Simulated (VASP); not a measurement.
## GaSb: single point with PBE

The system is GaSb.

```xyz
2
Lattice="0.0000 2.9739 3.1422 2.9739 0.0000 3.1422 2.9739 2.9739 0.0000" Properties=species:S:1:pos:R:3 pbc="T T T"
Ga    0.0000    0.0000    0.0000
Sb    1.4870    1.4870    1.5711
```

This cell differs from its parent crystal: epitaxial xy strain -3.0%.

```json
{
  "Program": "VASP 6.6.1",
  "Task": "single point",
  "Functional": "PBE",
  "Potentials or basis": "VASP PAW PBE potentials, release 64 (Ga_d, Sb_d_GW)",
  "Cutoff": "500 eV",
  "k mesh": "8 × 8 × 8",
  "Occupations": "fermi-dirac, width 0.02 eV",
  "Spin": "no spin polarisation",
  "Dipole correction": "no",
  "Further INCAR settings": "ALGO = Normal; EDIFF = 1e-06; NBANDS = 21"
}
```

| Quantity | Value |
| --- | --- |
| Pressure | 4.0 GPa |
| Band gap on the k mesh | 0.10 eV |

Stress tensor (GPa, compression positive):
```
4.90 0.00 0.00
0.00 4.90 0.00
0.00 0.00 2.22
```

Levels at points of the mesh, in eV from the valence-band top:
| k point | band 10 | band 11 | band 12 | band 13 | band 14 | band 15 | band 16 | band 17 | band 18 | band 19 |
| --- | --- | --- | --- | --- | --- | --- | --- | --- | --- | --- |
| (0.00, 0.00, 0.00) | -15.15 | -11.80 | -0.36 | 0.00 | 0.00 | 0.10 | 2.63 | 2.63 | 2.79 | 5.74 |
| (0.50, 0.00, 0.00) | -15.15 | -10.10 | -6.62 | -1.54 | -1.09 | 0.31 | 3.55 | 3.81 | 6.38 | 9.30 |
| (0.50, 0.50, 0.00) | -15.15 | -9.37 | -7.22 | -2.55 | -2.55 | 1.06 | 1.33 | 8.75 | 8.75 | 10.06 |
| (0.50, 0.00, 0.50) | -15.15 | -9.16 | -6.96 | -2.92 | -2.87 | 0.63 | 0.98 | 8.60 | 8.70 | 10.03 |

It took 58 s on 1 thread of Intel(R) Xeon(R) Platinum 8259CL CPU @ 2.50GHz (Skylake/Cascade Lake) (shared host), peak memory 0.23 GiB.

Caveat: the cell differs from its parent crystal (epitaxial xy strain -3.0%); the cell stands under pressure; semilocal functionals underestimate gaps, and a narrow one can read as zero; spin-orbit coupling is left out, which moves the levels of the heavy elements. A k mesh can miss the band edges.
